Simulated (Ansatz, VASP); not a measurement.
Ta4Mo: VASP beside Ansatz

```
Ta Mo
1.0
    -2.49880    2.49880    4.02555
     2.49880   -2.49880    4.02555
     2.49880    2.49880   -4.02555
Ta Mo
4 1
Direct
  0.31546 0.31546 0.00000
  0.68454 0.68454 0.00000
  0.50000 0.00000 0.50000
  0.00000 0.50000 0.50000
  0.00000 0.00000 0.00000
```

Change from the starting cell: species swapped into the SnF4 type (I4/mmm, No. 139).

Alike in both runs: functional PBE; k mesh 10 × 10 × 10; occupations gaussian, width 0.1 eV; no spin polarisation.

Ansatz relaxed the structure, and its values are those at the end. VASP's run is a single point on that final structure, the one shown.

|  | VASP | Ansatz |
| --- | --- | --- |
| version | VASP 6.6.1 | Ansatz 0.2.0 |
| potentials or method | VASP PAW PBE potentials, release 64 (Ta_pv, Mo_sv), cutoff 520 eV | scalar-relativistic, plane waves, PAW |
| valence electrons in the cell | 58 | 66 |

|  | VASP | Ansatz | Ansatz less VASP |
| --- | --- | --- | --- |
| gap on the k mesh at the Fermi level (eV) | none | none | - |
| pressure (GPa) | 0.3 | 0.0 | -0.24 |
| rms of the force components (eV/Å) | 0.009 | 0.001 | -0.0084 |

A gap of «none» marks a metal or a gap that the smearing closes. The functional is the same, so the differences come from potentials, cutoffs and numerics. VASP's potentials hold 58 valence electrons a cell and Ansatz's 66, so a difference there can come from the potentials and not from the codes.

Neither program's run includes spin-orbit coupling.
